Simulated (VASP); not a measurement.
# TiW3C4 (Pm-3m) in VASP: notebook

Runs on TiW3C4. Level: PBE. Tasks: single point, relaxation of cell and atoms.

Program: VASP 6.6.1. These are calculated values, not measurements. Logs are shortened: lines on timing, memory, paths and dates and some standing lists are left out, and cuts for length are marked.

### 1 The cell of the first run

The structure is cubic, space group Pm-3m (No. 221). Conventional cell: a = 4.359 Å, b = 4.359 Å, c = 4.359 Å, α = 90.00°, β = 90.00°, γ = 90.00°. Within 2.9 Å of Ti (site symmetry m-3m) lie 6 C at 2.18 Å. W (site symmetry 4/mmm) has 6 C at 2.18 Å within 2.9 Å. Within 2.9 Å of C (site symmetry 4/mmm) lie 2 Ti at 2.18 Å and 4 W at 2.18 Å. C (site symmetry m-3m) has 6 W at 2.18 Å within 2.9 Å.

### 2 Single point, PBE

Input file INCAR:

```
PREC = Accurate
ENCUT = 520
EDIFF = 1E-6
ISMEAR = 0
SIGMA = 0.1
LREAL = F
LASPH = T
NELM = 60
ALGO = Normal
ISIF = 2
LWAVE = F
LCHARG = F
GGA = PE
NBANDS = 45
```

Input file KPOINTS:

```
Automatic mesh
0
Gamma
  4 4 4
```

Input file POSCAR:

```
TiW3C4
1.0
    4.3590014661      0.0000000000      0.0000000000
    0.0000000000      4.3590014661      0.0000000000
    0.0000000000      0.0000000000      4.3590014661
Ti W C
1 3 4
Direct
    0.5000000000      0.5000000000      0.5000000000
    0.5000000000      0.0000000000      0.0000000000
    0.0000000000      0.0000000000      0.5000000000
    0.0000000000      0.5000000000      0.0000000000
    0.0000000000      0.5000000000      0.5000000000
    0.5000000000      0.5000000000      0.0000000000
    0.0000000000      0.0000000000      0.0000000000
    0.5000000000      0.0000000000      0.5000000000
```

Potentials or basis: VASP PAW PBE potentials, release 64 (Ti_sv, W_sv, C).

Command:

```
> cat potpaw_PBE.64/Ti_sv/POTCAR potpaw_PBE.64/W_sv/POTCAR potpaw_PBE.64/C/POTCAR > POTCAR
> mpirun -np 1 vasp_std > vasp.out
```

OUTCAR:

```text
PREC = Accurate
   ENCUT = 520
   EDIFF = 1E-6
   ISMEAR = 0
   LREAL = F
   LASPH = T
   NELM = 60
   ISIF = 2
   GGA = PE

 ion  position               nearest neighbor table
   1  0.500  0.500  0.500-   5 2.18   6 2.18   8 2.18   6 2.18   8 2.18   5 2.18   2 3.08   4 3.08
                             2 3.08   2 3.08   3 3.08   3 3.08   2 3.08   3 3.08   4 3.08   4 3.08
   2  0.500  0.000  0.000-   6 2.18   7 2.18   8 2.18   8 2.18   6 2.18   7 2.18   1 3.08   3 3.08
                             1 3.08   1 3.08   4 3.08   3 3.08   1 3.08   3 3.08   4 3.08   4 3.08
   3  0.000  0.000  0.500-   5 2.18   7 2.18   8 2.18   7 2.18   5 2.18   8 2.18   2 3.08   4 3.08
                             1 3.08   1 3.08   4 3.08   2 3.08   4 3.08   1 3.08   2 3.08   4 3.08
   4  0.000  0.500  0.000-   5 2.18   6 2.18   7 2.18   5 2.18   7 2.18   6 2.18   1 3.08   3 3.08
                             1 3.08   2 3.08   3 3.08   2 3.08   3 3.08   1 3.08   2 3.08   3 3.08
   5  0.000  0.500  0.500-   1 2.18   3 2.18   4 2.18   4 2.18   3 2.18   1 2.18
   6  0.500  0.500  0.000-   1 2.18   2 2.18   4 2.18   1 2.18   2 2.18   4 2.18
   7  0.000  0.000  0.000-   2 2.18   3 2.18   4 2.18   3 2.18   4 2.18   2 2.18
   8  0.500  0.000  0.500-   1 2.18   2 2.18   3 2.18   2 2.18   1 2.18   3 2.18

  LATTYP: Found a simple cubic cell.
 ALAT       =     4.3590014661

  Lattice vectors:

 A1 = (   4.3590014661,   0.0000000000,   0.0000000000)
 A2 = (   0.0000000000,   4.3590014661,   0.0000000000)
 A3 = (   0.0000000000,   0.0000000000,   4.3590014661)

Analysis of symmetry for initial positions (statically):
=====================================================================
 Subroutine PRICEL returns:
 Original cell was already a primitive cell.

 Routine SETGRP: Setting up the symmetry group for a
 simple cubic supercell.

 Subroutine GETGRP returns: Found 48 space group operations
 (whereof 48 operations were pure point group operations)
 out of a pool of 48 trial point group operations.

The static configuration has the point symmetry O_h .

Analysis of symmetry for dynamics (positions and initial velocities):
=====================================================================
 Subroutine PRICEL returns:
 Original cell was already a primitive cell.

 Routine SETGRP: Setting up the symmetry group for a
 simple cubic supercell.

 Subroutine GETGRP returns: Found 48 space group operations
 (whereof 48 operations were pure point group operations)
 out of a pool of 48 trial point group operations.

The dynamic configuration has the point symmetry O_h .

 Subroutine INISYM returns: Found 48 space group operations
 (whereof 48 operations are pure point group operations),
 and found     1 'primitive' translations

----------------------------------------------------------------------------------------

                                     Primitive cell

  volume of cell :      82.8249

  direct lattice vectors                    reciprocal lattice vectors
     4.359001466  0.000000000  0.000000000     0.229410338  0.000000000  0.000000000
     0.000000000  4.359001466  0.000000000     0.000000000  0.229410338  0.000000000
     0.000000000  0.000000000  4.359001466     0.000000000  0.000000000  0.229410338

  length of vectors
     4.359001466  4.359001466  4.359001466     0.229410338  0.229410338  0.229410338

  position of ions in fractional coordinates (direct lattice)
     0.500000000  0.500000000  0.500000000
     0.500000000  0.000000000  0.000000000
     0.000000000  0.000000000  0.500000000
     0.000000000  0.500000000  0.000000000
     0.000000000  0.500000000  0.500000000
     0.500000000  0.500000000  0.000000000
     0.000000000  0.000000000  0.000000000
     0.500000000  0.000000000  0.500000000

  ion indices of the primitive-cell ions
   primitive index   ion index
                 1           1
                 2           2
                 3           3
                 4           4
                 5           5
                 6           6
                 7           7
                 8           8

----------------------------------------------------------------------------------------

 KPOINTS: Automatic mesh

Automatic generation of k-mesh.
 Grid dimensions read from file:
 generate k-points for:    4    4    4

 Generating k-lattice:

  Cartesian coordinates                     Fractional coordinates (reciprocal lattice)
     0.057352585  0.000000000  0.000000000     0.250000000  0.000000000  0.000000000
     0.000000000  0.057352585  0.000000000     0.000000000  0.250000000  0.000000000
     0.000000000  0.000000000  0.057352585     0.000000000  0.000000000  0.250000000

  Length of vectors
     0.057352585  0.057352585  0.057352585

  Shift w.r.t. Gamma in fractional coordinates (k-lattice)
     0.000000000  0.000000000  0.000000000

 Subroutine IBZKPT returns following result:
 ===========================================

 Found     10 irreducible k-points:

 Following reciprocal coordinates:
            Coordinates               Weight
  0.000000  0.000000  0.000000      1.000000
  0.250000  0.000000  0.000000      6.000000
  0.500000  0.000000  0.000000      3.000000
  0.250000  0.250000  0.000000     12.000000
  0.500000  0.250000  0.000000     12.000000
  0.500000  0.500000  0.000000      3.000000
  0.250000  0.250000  0.250000      8.000000
  0.500000  0.250000  0.250000     12.000000
  0.500000  0.500000  0.250000      6.000000
  0.500000  0.500000  0.500000      1.000000
   k-points           NKPTS =     10   k-points in BZ     NKDIM =     10   number of bands    NBANDS=     45
   number of dos      NEDOS =    301   number of ions     NIONS =      8
   total plane-waves  NPLWV =  32768
   dimension x,y,z NGX =    32 NGY =   32 NGZ =   32
   dimension x,y,z NGXF=    64 NGYF=   64 NGZF=   64
   ions per type =               1   3   4
   NGX,Y,Z   is equivalent  to a cutoff of  12.20, 12.20, 12.20 a.u.
   NGXF,Y,Z  is equivalent  to a cutoff of  24.41, 24.41, 24.41 a.u.
 SYSTEM =  unknown system
   PREC   = accura    normal or accurate (medium, high low for compatibility)
   ISTART =      0    job   : 0-new  1-cont  2-samecut
   ICHARG =      2    charge: 1-file 2-atom 10-const
   ISPIN  =      1    spin polarized calculation?
   LNONCOLLINEAR =      F non collinear calculations
   LSORBIT =      F    spin-orbit coupling
   LASPH  =      T    aspherical Exc in radial PAW
   ENCUT  =  520.0 eV  38.22 Ry    6.18 a.u.   8.10  8.10  8.10*2*pi/ulx,y,z
   NELM   =     60;   NELMIN=  2; NELMDL= -5     # of ELM steps
   EDIFF  = 0.1E-05   stopping-criterion for ELM
   LREAL  =      F    real-space projection
   EDIFFG = 0.1E-04   stopping-criterion for IOM
   NSW    =      0    number of steps for IOM
   IBRION =     -1    ionic relax: 0-MD 1-quasi-New 2-CG
   NFREE  =      0    steps in history (QN), initial steepest desc. (CG)
   ISIF   =      2    stress and relaxation
   ISYM   =      2    0-nonsym 1-usesym 2-fastsym
   POTIM  = 0.5000    time-step for ionic-motion
   TEBEG  =    0.0;   TEEND  =   0.0 temperature during run
   PSTRESS=    0.0 pullay stress
   NELECT =      70.0000    total number of electrons
   NUPDOWN=      -1.0000    fix difference up-down
   EMIN   =  10.00;   EMAX   =-10.00  energy-range for DOS
   EFERMI =   0.00;   METHOD = LEGACY
   ISMEAR =     0;   SIGMA  =   0.10  broadening in eV -4-tet -1-fermi 0-gaus
   EFERMI_NEDOS =   21; number of points for ismear=-14 and -15
   IALGO  =     38    algorithm
   IMIX   =      4    mixing-type and parameters
     AMIX     =   0.40;   BMIX     =  1.00
     AMIX_MAG =   1.60;   BMIX_MAG =  1.00
  volume/ion in A,a.u.               =      10.35        69.87
  Fermi-wavevector in a.u.,A,eV,Ry     =   1.547820  2.924956 32.596120  2.395747
  Thomas-Fermi vector in A             =   2.652859
   LORBIT       =      0    0 simple, 1 ext, 2 COOP (PROOUT), +10 PAW based schemes
   GGA     = PE    functional components
   LHFCALC =     F    Hartree Fock is set to
   AEXX    =    0.0000 exact exchange contribution
   IVDW    =     0    specifies the selected vdW correction
   LEPSILON=     F    determine dielectric tensor
   LRPA    =     F    only Hartree local field effects (RPA)
 non-spin polarized calculation
 Gauss-broadening in eV      SIGMA  =   0.10
  energy-cutoff  :      520.00
  volume of cell :       82.82
 maximum number of plane-waves:      2272
   NGX = 17   NGY = 17   NGZ = 17

 number of electron      70.0000029 magnetization

 Free energy of the ion-electron system (eV)
  ---------------------------------------------------
  ext. energy  EPLUGINS =         0.00000000
  ---------------------------------------------------
  free energy    TOTEN  =       -84.34274486 eV

  energy without entropy =      -84.32871698  energy(sigma->0) =      -84.33573092

 E-fermi :  11.9929     XC(G=0): -13.5207

 val. band max:       11.9792556902   @ k =   0.5000   0.0000   0.0000
 cond. band min:      12.0136120952   @ k =   0.2500   0.2500   0.0000
 fundamental gap:      0.0343564050
 Fermi energy:        11.9928981604

 k-point     1 :       0.0000    0.0000    0.0000
  band No.  band energies     occupation
      1     -63.3771      2.00000
      2     -63.3370      2.00000
      3     -63.3370      2.00000
      4     -45.4143      2.00000
      5     -27.8582      2.00000
      6     -27.8582      2.00000
[... 37 lines left out ...]
     44      14.4133      0.00000
     45      14.4161      0.00000

 k-point     2 :       0.2500    0.0000    0.0000
  band No.  band energies     occupation
      1     -63.3720      2.00000
      2     -63.3421      2.00000
      3     -63.3370      2.00000
      4     -45.4144      2.00000
      5     -27.8297      2.00000
      6     -27.8297      2.00000
[... 376 lines left out ...]
 k-point    10 :       0.5000    0.5000    0.5000
  band No.  band energies     occupation
      1     -63.3505      2.00000
      2     -63.3505      2.00000
      3     -63.3505      2.00000
      4     -45.4142      2.00000
      5     -28.0814      2.00000
      6     -27.7559      2.00000
[... 37 lines left out ...]
     44      15.1833      0.00000
     45      17.4365      0.00000

------------------------ aborting loop because EDIFF is reached ----------------------------------------

  FORCE on cell =-STRESS in cart. coord.  units (eV):
  Direction    XX          YY          ZZ          XY          YZ          ZX
  --------------------------------------------------------------------------------------
  -------------------------------------------------------------------------------------
  Total        0.2474988      0.2474988      0.2474988      0.0000000      0.0000000      0.0000000
  in kB        4.7876529      4.7876529      4.7876529      0.0000000      0.0000000      0.0000000
  external PRESSURE =       4.7876529 kB  Pullay stress =       0.0000000 kB

 VOLUME and BASIS-vectors are now :
 -----------------------------------------------------------------------------
  energy-cutoff  :      520.00
  volume of cell :       82.82
      direct lattice vectors                 reciprocal lattice vectors
     4.359001466  0.000000000  0.000000000     0.229410338  0.000000000  0.000000000
     0.000000000  4.359001466  0.000000000     0.000000000  0.229410338  0.000000000
     0.000000000  0.000000000  4.359001466     0.000000000  0.000000000  0.229410338

 POSITION                                       TOTAL-FORCE (eV/Angst)
 -----------------------------------------------------------------------------------
      2.17950      2.17950      2.17950         0.000000      0.000000      0.000000
      2.17950      0.00000      0.00000         0.000000      0.000000      0.000000
      0.00000      0.00000      2.17950         0.000000      0.000000      0.000000
      0.00000      2.17950      0.00000         0.000000      0.000000      0.000000
      0.00000      2.17950      2.17950         0.000000      0.000000      0.000000
      2.17950      2.17950      0.00000         0.000000      0.000000      0.000000
      0.00000      0.00000      0.00000         0.000000      0.000000      0.000000
      2.17950      0.00000      2.17950         0.000000      0.000000      0.000000
 -----------------------------------------------------------------------------------
    total drift:                                0.000000      0.000000      0.000000

  FREE ENERGIE OF THE ION-ELECTRON SYSTEM (eV)
  ---------------------------------------------------
  free  energy   TOTEN  =       -84.3427448616 eV

  energy  without entropy=      -84.3287169847  energy(sigma->0) =      -84.33573092
```

It took 41 s on 1 thread of AMD EPYC 7R13 (Zen 3), shared host; peak memory 0.16 GiB.

What came out:

| Property | Result |
| --- | --- |
| Free energy | -84.3427 eV |
| Pressure | 0.5 GPa |
| Band gap on the k mesh | zero (band 35 reaches 13.18 eV, above the bottom of band 36 at 10.85 eV) |

Caveat: the k points lie up to 0.36 Å⁻¹ apart; spin-orbit coupling is left out, which moves the levels of the heavy elements.

### 3 Relaxation of cell and atoms, PBE

This run uses another cell than the first one, of 14.69 Å³/atom, 1.419 times its volume.

Input file INCAR:

```
PREC = Accurate
ENCUT = 600
EDIFF = 1E-6
ISMEAR = 0
SIGMA = 0.1
LREAL = False
LASPH = True
NELM = 100
ALGO = Normal
ISIF = 3
LWAVE = False
LCHARG = False
GGA = PE
IBRION = 2
NSW = 90
EDIFFG = -0.04
```

Input file KPOINTS:

```
regular mesh
0
Gamma
  4 4 4
```

Edit POSCAR of step 2 so:

```diff
@@ -2,5 +2,5 @@
 1.0
-    4.3590014661      0.0000000000      0.0000000000
-    0.0000000000      4.3590014661      0.0000000000
-    0.0000000000      0.0000000000      4.3590014661
+    4.8980255100      0.0000000000      0.0000000000
+    0.0000000000      4.8980255100      0.0000000000
+    0.0000000000      0.0000000000      4.8980255100
 Ti W C
```

Potentials or basis: VASP PAW PBE potentials, release 64 (Ti_sv, W_sv, C).

Command:

```
> cat potpaw_PBE.64/Ti_sv/POTCAR potpaw_PBE.64/W_sv/POTCAR potpaw_PBE.64/C/POTCAR > POTCAR
> mpirun -np 1 vasp_std > vasp.out
```

It took 8.3 min on 1 thread of AMD EPYC 7R13 (Zen 3), shared host; peak memory 0.25 GiB.

It converged, with:

* Free energy: -84.3792 eV
* Relaxed volume: 10.35 Å³/atom
* Relaxed cell: a = 4.359 Å, b = 4.359 Å, c = 4.359 Å, α = 90.00°, β = 90.00°, γ = 90.00°
* Space group after relaxing (to 0.05 Å): Pm-3m (No. 221)
* Energy gained by relaxing: 1034.1 meV/atom
* Ionic steps: 5
* Pressure after relaxing: 0.4 GPa
* Band gap on the k mesh: zero (band 35 reaches 13.18 eV, above the bottom of band 36 at 10.85 eV)

The path:
| step | energy change (eV) | largest force (eV/Å) | pressure (GPa) | volume (Å³) |
| --- | --- | --- | --- | --- |
| 1 | 0.0000 | 0.0000 | -55.76 | 117.51 |
| 2 | 24.2376 | 0.0000 | 489.43 | 50.25 |
| 3 | -8.0424 | 0.0000 | -16.01 | 87.34 |
| 4 | -8.2201 | 0.0000 | -8.05 | 84.99 |
| 5 | -8.2730 | 0.0000 | 0.36 | 82.83 |

Final structure:
```xyz
8
Lattice="4.3591 0.0000 0.0000 0.0000 4.3591 0.0000 0.0000 0.0000 4.3591" Properties=species:S:1:pos:R:3 pbc="T T T"
Ti    2.1796    2.1796    2.1796
W     2.1796    0.0000    0.0000
W     0.0000    0.0000    2.1796
W     0.0000    2.1796    0.0000
C     0.0000    2.1796    2.1796
C     2.1796    2.1796    0.0000
C     0.0000    0.0000    0.0000
C     2.1796    0.0000    2.1796
```

Levels at points of the mesh, in eV from the Fermi level:
```tsv
k point	band 31	band 32	band 33	band 34	band 35	band 36	band 37	band 38
(0.00, 0.00, 0.00)	-1.98	-1.98	-1.97	-1.97	-1.97	-0.55	-0.55	-0.55
(0.50, 0.00, 0.00)	-2.97	-2.97	-2.67	-2.67	-0.01	0.71	0.90	0.90
(0.50, 0.50, 0.00)	-5.10	-3.99	-0.35	-0.08	0.41	0.41	1.56	1.56
(0.50, 0.50, 0.50)	-4.67	-4.67	1.19	1.19	1.19	1.43	1.43	1.59
```

Caveat: the volume moved by over 15 % at a fixed basis, so the end points are rough; spin-orbit coupling is left out, which moves the levels of the heavy elements.
